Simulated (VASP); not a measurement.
# Cs (Im-3m) in VASP: single point with PBE

Aim: the single point of Cs with PBE.

All numbers are computed with VASP 6.6.1; they aren't measurements. Logs are shortened: lines on timing, memory, paths and dates and some standing lists are left out, and cuts for length are marked.

## 1. The cell of the first run

It takes space group Im-3m (No. 229, cubic). The conventional cell has a = 6.158 Å, b = 6.158 Å, c = 6.158 Å, α = 90.00°, β = 90.00°, γ = 90.00°.

## 2. Single point, PBE

The input, INCAR:

```
PREC     = Accurate       # precision mode
ENCUT    = 520            # plane-wave cutoff, eV
EDIFF    = 1E-7           # SCF threshold, eV
ISMEAR   = 0              # smearing method
SIGMA    = 0.1            # smearing width, eV
LREAL    = False          # projectors in reciprocal space
LASPH    = True           # aspherical terms in the spheres
NELM     = 100            # most SCF steps
ALGO     = Fast           # electronic algorithm
ISIF     = 2              # what is computed and relaxed
LWAVE    = False          # write WAVECAR
LCHARG   = False          # write CHGCAR
GGA      = PE             # functional
NBANDS   = 10             # bands
```

The input, KPOINTS:

```
regular mesh
0
Gamma
  10 10 10
```

The input, POSCAR:

```
Cs
1.0
   -3.0789641745      3.0789641745      3.0789641745
    3.0789641745     -3.0789641745      3.0789641745
    3.0789641745      3.0789641745     -3.0789641745
Cs
1
Direct
    0.0000000000      0.0000000000      0.0000000000
```

Potentials or basis: VASP PAW PBE potentials, release 64 (Cs_sv).

On the command line:

```
$ cat potpaw_PBE.64/Cs_sv/POTCAR > POTCAR
$ mpirun -np 1 vasp_std > vasp.out
```

OUTCAR:

```text
PREC = Accurate
   ENCUT = 520
   EDIFF = 1E-7
   ISMEAR = 0
   LREAL = False
   LASPH = True
   NELM = 100
   ISIF = 2
   GGA = PE

 ion  position               nearest neighbor table
   1  0.000  0.000  0.000-

  LATTYP: Found a body centered cubic cell.
 ALAT       =     6.1579283490

  Lattice vectors:

 A1 = (  -3.0789641745,   3.0789641745,   3.0789641745)
 A2 = (   3.0789641745,  -3.0789641745,   3.0789641745)
 A3 = (   3.0789641745,   3.0789641745,  -3.0789641745)

Analysis of symmetry for initial positions (statically):
=====================================================================
 Subroutine PRICEL returns:
 Original cell was already a primitive cell.

 Routine SETGRP: Setting up the symmetry group for a
 body centered cubic supercell.

 Subroutine GETGRP returns: Found 48 space group operations
 (whereof 48 operations were pure point group operations)
 out of a pool of 48 trial point group operations.

The static configuration has the point symmetry O_h .

Analysis of symmetry for dynamics (positions and initial velocities):
=====================================================================
 Subroutine PRICEL returns:
 Original cell was already a primitive cell.

 Routine SETGRP: Setting up the symmetry group for a
 body centered cubic supercell.

 Subroutine GETGRP returns: Found 48 space group operations
 (whereof 48 operations were pure point group operations)
 out of a pool of 48 trial point group operations.

The dynamic configuration has the point symmetry O_h .

 Subroutine INISYM returns: Found 48 space group operations
 (whereof 48 operations are pure point group operations),
 and found     1 'primitive' translations

----------------------------------------------------------------------------------------

                                     Primitive cell

  volume of cell :     116.7546

  direct lattice vectors                    reciprocal lattice vectors
    -3.078964174  3.078964174  3.078964174     0.000000000  0.162392276  0.162392276
     3.078964174 -3.078964174  3.078964174     0.162392276  0.000000000  0.162392276
     3.078964174  3.078964174 -3.078964174     0.162392276  0.162392276  0.000000000

  length of vectors
     5.332922385  5.332922385  5.332922385     0.229657359  0.229657359  0.229657359

  position of ions in fractional coordinates (direct lattice)
     0.000000000  0.000000000  0.000000000
[... 74 lines left out ...]
   ENCUT  =  520.0 eV  38.22 Ry    6.18 a.u.   9.92  9.92  9.92*2*pi/ulx,y,z
   NELM   =    100;   NELMIN=  2; NELMDL= -5     # of ELM steps
   EDIFF  = 0.1E-06   stopping-criterion for ELM
   LREAL  =      F    real-space projection
   EDIFFG = 0.1E-05   stopping-criterion for IOM
   NSW    =      0    number of steps for IOM
   IBRION =     -1    ionic relax: 0-MD 1-quasi-New 2-CG
   NFREE  =      0    steps in history (QN), initial steepest desc. (CG)
   ISIF   =      2    stress and relaxation
   ISYM   =      2    0-nonsym 1-usesym 2-fastsym
   POTIM  = 0.5000    time-step for ionic-motion
   TEBEG  =    0.0;   TEEND  =   0.0 temperature during run
   PSTRESS=    0.0 pullay stress
   NELECT =       9.0000    total number of electrons
   NUPDOWN=      -1.0000    fix difference up-down
   EMIN   =  10.00;   EMAX   =-10.00  energy-range for DOS
   EFERMI =   0.00;   METHOD = LEGACY
   ISMEAR =     0;   SIGMA  =   0.10  broadening in eV -4-tet -1-fermi 0-gaus
   EFERMI_NEDOS =   21; number of points for ismear=-14 and -15
   IALGO  =     68    algorithm
   IMIX   =      4    mixing-type and parameters
     AMIX     =   0.40;   BMIX     =  1.00
     AMIX_MAG =   1.60;   BMIX_MAG =  1.00
  volume/ion in A,a.u.               =     116.75       787.90
  Fermi-wavevector in a.u.,A,eV,Ry     =   0.696730  1.316628  6.604708  0.485432
  Thomas-Fermi vector in A             =   1.779861
   LORBIT       =      0    0 simple, 1 ext, 2 COOP (PROOUT), +10 PAW based schemes
   GGA     = PE    functional components
   LHFCALC =     F    Hartree Fock is set to
   AEXX    =    0.0000 exact exchange contribution
   IVDW    =     0    specifies the selected vdW correction
   LEPSILON=     F    determine dielectric tensor
   LRPA    =     F    only Hartree local field effects (RPA)
 non-spin polarized calculation
 RMM-DIIS sequential band-by-band and
 Gauss-broadening in eV      SIGMA  =   0.10
  energy-cutoff  :      520.00
  volume of cell :      116.75
 maximum number of plane-waves:      3252
   NGX = 19   NGY = 19   NGZ = 19

 number of electron       9.0000002 magnetization

 Free energy of the ion-electron system (eV)
  ---------------------------------------------------
  ext. energy  EPLUGINS =         0.00000000
  ---------------------------------------------------
  free energy    TOTEN  =        -0.85137771 eV

  energy without entropy =       -0.84214042  energy(sigma->0) =       -0.84675906

 E-fermi :   0.4221     XC(G=0):  -5.3693

 val. band max:        0.3853268012   @ k =  -0.3000   0.3000   0.3000
 cond. band min:       0.4377954843   @ k =   0.3000   0.2000  -0.0000
 fundamental gap:      0.0524686831
 Fermi energy:         0.4221336221

 k-point     1 :       0.0000    0.0000    0.0000
  band No.  band energies     occupation
      1     -23.4502      2.00000
      2     -10.1955      2.00000
      3     -10.1955      2.00000
      4     -10.1955      2.00000
      5      -1.2465      2.00000
      6       2.8997      0.00000
      7       2.8997      0.00000
      8       2.8997      0.00000
      9       3.7467      0.00000
     10       3.7467      0.00000
[... 287 lines left out ...]
 k-point    24 :      -0.3000    0.3000    0.1000
  band No.  band energies     occupation
      1     -23.4456      2.00000
      2     -10.2799      2.00000
      3     -10.2286      2.00000
      4     -10.2054      2.00000
      5      -0.2649      2.00000
      6       1.9133      0.00000
      7       2.3609      0.00000
      8       3.1480      0.00000
      9       3.8123      0.00000
     10       4.0909      0.00000

 [... further k-points ...]
[... 5 lines left out ...]
  --------------------------------------------------------------------------------------
  -------------------------------------------------------------------------------------
  Total       -0.0009689     -0.0009689     -0.0009689     -0.0000000     -0.0000000      0.0000000
  in kB       -0.0132956     -0.0132956     -0.0132956     -0.0000000     -0.0000000      0.0000000
  external PRESSURE =      -0.0132956 kB  Pullay stress =       0.0000000 kB

 VOLUME and BASIS-vectors are now :
 -----------------------------------------------------------------------------
  energy-cutoff  :      520.00
  volume of cell :      116.75
      direct lattice vectors                 reciprocal lattice vectors
    -3.078964174  3.078964174  3.078964174     0.000000000  0.162392276  0.162392276
     3.078964174 -3.078964174  3.078964174     0.162392276  0.000000000  0.162392276
     3.078964174  3.078964174 -3.078964174     0.162392276  0.162392276  0.000000000

 POSITION                                       TOTAL-FORCE (eV/Angst)
 -----------------------------------------------------------------------------------
      0.00000      0.00000      0.00000         0.000000     -0.000000     -0.000000
 -----------------------------------------------------------------------------------
    total drift:                                0.000000     -0.000000     -0.000000

  FREE ENERGIE OF THE ION-ELECTRON SYSTEM (eV)
  ---------------------------------------------------
  free  energy   TOTEN  =        -0.8513777079 eV

  energy  without entropy=       -0.8421404205  energy(sigma->0) =       -0.84675906
```

Wall time 21 s (1 thread of Intel Xeon 6975P-C (Granite Rapids), shared host); peak memory 0.25 GiB.

Results:

- Free energy: -0.8514 eV
- Pressure: 0.0 GPa

Levels at points of the mesh, in eV from the Fermi level:
```tsv
k point	band 2	band 3	band 4	band 5	band 6	band 7
(0.00, 0.00, 0.00)	-10.62	-10.62	-10.62	-1.67	2.48	2.48
(0.50, 0.00, 0.00)	-10.75	-10.66	-10.62	0.04	0.85	1.64
(0.50, 0.50, 0.50)	-10.71	-10.71	-10.71	0.65	0.65	2.97
```

Caveat: spin-orbit coupling is left out, which moves the levels of the heavy elements.
